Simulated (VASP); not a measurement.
# P in VASP: a series of runs

The runs below take P through single point, with r2SCAN.

All numbers are computed with VASP 6.6.1; they aren't measurements. Logs are shortened: lines on timing, memory, paths and dates and some standing lists are left out, and cuts for length are marked.

### Step 1. The cell of the first run

The cell holds a slab with vacuum, 4 atoms: a = 3.467 Å, b = 36.797 Å, c = 4.156 Å, α = 90.00°, β = 90.00°, γ = 90.00°.

### Step 2. Single point, r2SCAN

The input, POSCAR:

```
P
1.0
    3.4665236214      0.0000000000      0.0000000000
    0.0000000000     36.7974240259      0.0000000000
    0.0000000000      0.0000000000      4.1564488800
P
4
Direct
    0.0000000000      0.9702614300      0.5921507200
    0.0000000000      0.0297385700      0.4078492800
    0.5000000000      0.0297385700      0.0921507200
    0.5000000000      0.9702614300      0.9078492800
```

The input, INCAR.step1:

```
PREC = Accurate
ENCUT = 520
ISMEAR = 0
SIGMA = 0.05
LREAL = False
LASPH = True
NELM = 80
NBANDS = 18
GGA = PE
ALGO = Normal
EDIFF = 1E-4
LWAVE = True
LCHARG = False
```

The input, INCAR.step2:

```
PREC = Accurate
ENCUT = 520
EDIFF = 1E-6
ISMEAR = 0
SIGMA = 0.05
LREAL = False
LASPH = True
NELM = 80
ALGO = Normal
ISIF = 2
LWAVE = False
LCHARG = True
METAGGA = R2SCAN
LMIXTAU = True
LELF = True
LVHAR = True
NBANDS = 18
ISTART = 1
```

The input, KPOINTS:

```
regular mesh
0
Gamma
  10 1 8
```

Potentials or basis: VASP PAW PBE potentials, release 64 (P).

Command:

```bash
$ cat potpaw_PBE.64/P/POTCAR > POTCAR
$ cp INCAR.step1 INCAR
$ mpirun -np 1 vasp_std > vasp.out
$ cp INCAR.step2 INCAR
$ mpirun -np 1 vasp_std > vasp.out
```

OUTCAR:

```text
PREC = Accurate
   ENCUT = 520
   EDIFF = 1E-6
   ISMEAR = 0
   LREAL = False
   LASPH = True
   NELM = 80
   ISIF = 2
   METAGGA = R2SCAN
   ISTART = 1

 ion  position               nearest neighbor table
   1  0.000  0.970  0.592-   4 2.17   4 2.17   2 2.32
   2  0.000  0.030  0.408-   3 2.17   3 2.17   1 2.32
   3  0.500  0.030  0.092-   2 2.17   2 2.17   4 2.32
   4  0.500  0.970  0.908-   1 2.17   1 2.17   3 2.32

  LATTYP: Found a simple orthorhombic cell.
 ALAT       =     3.4665236214
 B/A-ratio  =     1.1990251139
 C/A-ratio  =    10.6150795566

  Lattice vectors:

 A1 = (  -3.4665236214,   0.0000000000,   0.0000000000)
 A2 = (   0.0000000000,   0.0000000000,   4.1564488800)
 A3 = (   0.0000000000,  36.7974240259,   0.0000000000)

Analysis of symmetry for initial positions (statically):
=====================================================================
 Subroutine PRICEL returns:
 Original cell was already a primitive cell.

 Routine SETGRP: Setting up the symmetry group for a
 simple orthorhombic supercell.

 Subroutine GETGRP returns: Found  8 space group operations
 (whereof  4 operations were pure point group operations)
 out of a pool of  8 trial point group operations.

The static configuration has the point symmetry C_2h.
 The point group associated with its full space group is D_2h.

Analysis of symmetry for dynamics (positions and initial velocities):
=====================================================================
 Subroutine PRICEL returns:
 Original cell was already a primitive cell.

 Routine SETGRP: Setting up the symmetry group for a
 simple orthorhombic supercell.

 Subroutine GETGRP returns: Found  8 space group operations
 (whereof  4 operations were pure point group operations)
 out of a pool of  8 trial point group operations.

The dynamic configuration has the point symmetry C_2h.
 The point group associated with its full space group is D_2h.

 Subroutine INISYM returns: Found  8 space group operations
 (whereof  4 operations are pure point group operations),
 and found     1 'primitive' translations

----------------------------------------------------------------------------------------

                                     Primitive cell

  volume of cell :     530.1930

  direct lattice vectors                    reciprocal lattice vectors
[... 91 lines left out ...]
   EDIFF  = 0.1E-05   stopping-criterion for ELM
   LREAL  =      F    real-space projection
   EDIFFG = 0.1E-04   stopping-criterion for IOM
   NSW    =      0    number of steps for IOM
   IBRION =     -1    ionic relax: 0-MD 1-quasi-New 2-CG
   NFREE  =      0    steps in history (QN), initial steepest desc. (CG)
   ISIF   =      2    stress and relaxation
   ISYM   =      2    0-nonsym 1-usesym 2-fastsym
   POTIM  = 0.5000    time-step for ionic-motion
   TEBEG  =    0.0;   TEEND  =   0.0 temperature during run
   PSTRESS=    0.0 pullay stress
   NELECT =      20.0000    total number of electrons
   NUPDOWN=      -1.0000    fix difference up-down
   EMIN   =  10.00;   EMAX   =-10.00  energy-range for DOS
   EFERMI =   0.00;   METHOD = LEGACY
   ISMEAR =     0;   SIGMA  =   0.05  broadening in eV -4-tet -1-fermi 0-gaus
   EFERMI_NEDOS =   21; number of points for ismear=-14 and -15
   IALGO  =     38    algorithm
   IMIX   =      4    mixing-type and parameters
     AMIX     =   0.40;   BMIX     =  1.00
     AMIX_MAG =   1.60;   BMIX_MAG =  1.00
  volume/ion in A,a.u.               =     132.55       894.48
  Fermi-wavevector in a.u.,A,eV,Ry     =   0.549044  1.037542  4.101461  0.301449
  Thomas-Fermi vector in A             =   1.580001
   LORBIT       =      0    0 simple, 1 ext, 2 COOP (PROOUT), +10 PAW based schemes
   METAGGA = R2SCAN    functional components
   LHFCALC =     F    Hartree Fock is set to
   AEXX    =    0.0000 exact exchange contribution
   IVDW    =     0    specifies the selected vdW correction
   LEPSILON=     F    determine dielectric tensor
   LRPA    =     F    only Hartree local field effects (RPA)
 non-spin polarized calculation
 Gauss-broadening in eV      SIGMA  =   0.05
  energy-cutoff  :      520.00
  volume of cell :      530.19
 maximum number of plane-waves:     14400
 NGX is ok and might be reduce to    28
   NGX = 13   NGY =137   NGZ = 15

 number of electron      20.0000000 magnetization

 Free energy of the ion-electron system (eV)
  ---------------------------------------------------
  ext. energy  EPLUGINS =         0.00000000
  ---------------------------------------------------
  free energy    TOTEN  =       -35.41206945 eV

  energy without entropy =      -35.41206898  energy(sigma->0) =      -35.41206922

 E-fermi :  -2.9850     XC(G=0):  -1.7085

 val. band max:       -3.1263516023   @ k =   0.1000   0.0000   0.0000
 cond. band min:      -2.8495803525   @ k =   0.0000   0.0000   0.0000
 fundamental gap:      0.2767712498
 Fermi energy:        -2.9850091147

 k-point     1 :       0.0000    0.0000    0.0000
  band No.  band energies     occupation
      1     -19.3776      2.00000
      2     -16.8894      2.00000
      3     -11.9507      2.00000
      4      -9.5000      2.00000
      5      -8.3598      2.00000
      6      -7.7363      2.00000
[... 481 lines left out ...]
      5      -8.8645      2.00000
      6      -8.8645      2.00000
[... 10 lines left out ...]
     17       3.8150      0.00000
     18       3.8150      0.00000

 [... further k-points ...]

------------------------ aborting loop because EDIFF is reached ----------------------------------------

  FORCE on cell =-STRESS in cart. coord.  units (eV):
  Direction    XX          YY          ZZ          XY          YZ          ZX
  --------------------------------------------------------------------------------------
  -------------------------------------------------------------------------------------
  Total       -1.9116781     -2.8275329      3.9198118      0.0000000      0.0000000      0.0000000
  in kB       -5.7768530     -8.5444523     11.8451830      0.0000000      0.0000000      0.0000000
  external PRESSURE =      -0.8253741 kB  Pullay stress =       0.0000000 kB

 VOLUME and BASIS-vectors are now :
 -----------------------------------------------------------------------------
  energy-cutoff  :      520.00
  volume of cell :      530.19
      direct lattice vectors                 reciprocal lattice vectors
     3.466523621  0.000000000  0.000000000     0.288473442  0.000000000  0.000000000
     0.000000000 36.797424026  0.000000000     0.000000000  0.027175815  0.000000000
     0.000000000  0.000000000  4.156448880     0.000000000  0.000000000  0.240589991

 POSITION                                       TOTAL-FORCE (eV/Angst)
 -----------------------------------------------------------------------------------
      0.00000     35.70312      2.46124         0.000000      0.641428     -1.288039
      0.00000      1.09430      1.69520         0.000000     -0.641428      1.288039
      1.73326      1.09430      0.38302        -0.000000     -0.641428     -1.288039
      1.73326     35.70312      3.77343         0.000000      0.641428      1.288039
 -----------------------------------------------------------------------------------
    total drift:                                0.000000      0.000000     -0.000000

  FREE ENERGIE OF THE ION-ELECTRON SYSTEM (eV)
  ---------------------------------------------------
  free  energy   TOTEN  =       -35.4120694494 eV

  energy  without entropy=      -35.4120689810  energy(sigma->0) =      -35.41206922
```

OUTCAR.step1:

```text
PREC = Accurate
   ENCUT = 520
   ISMEAR = 0
   LREAL = False
   LASPH = True
[... 736 lines left out ...]
      0.00000     35.70312      2.46124         0.000000      0.477564     -1.506122
      0.00000      1.09430      1.69520         0.000000     -0.477564      1.506122
      1.73326      1.09430      0.38302         0.000000     -0.477564     -1.506122
      1.73326     35.70312      3.77343         0.000000      0.477564      1.506122
 -----------------------------------------------------------------------------------
    total drift:                               -0.000000      0.000000     -0.000000

  FREE ENERGIE OF THE ION-ELECTRON SYSTEM (eV)
  ---------------------------------------------------
  free  energy   TOTEN  =       -21.1041099087 eV

  energy  without entropy=      -21.1040112664  energy(sigma->0) =      -21.10406059
```

It took 14 min on 1 thread of Intel Xeon 6975P-C (Granite Rapids), shared host; peak memory 0.7 GiB.

What came out:

```yaml
Free_energy: -35.4121 eV
Largest_force: 1.439 eV/Å
Band_gap_on_the_k_mesh: 0.28 eV (least direct gap 0.37 eV)
```

Forces in eV/Å, atoms in the order of the input:
```
P    0.000  0.641 -1.288
P    0.000 -0.641  1.288
P    0.000 -0.641 -1.288
P    0.000  0.641  1.288
```

Caveat: there is no dipole correction, which matters where the two faces differ; semilocal functionals underestimate gaps, and a narrow one can read as zero; the PAW data sets were made with another functional, which shifts forces and pressure a little.

[end of part 1 of 2]
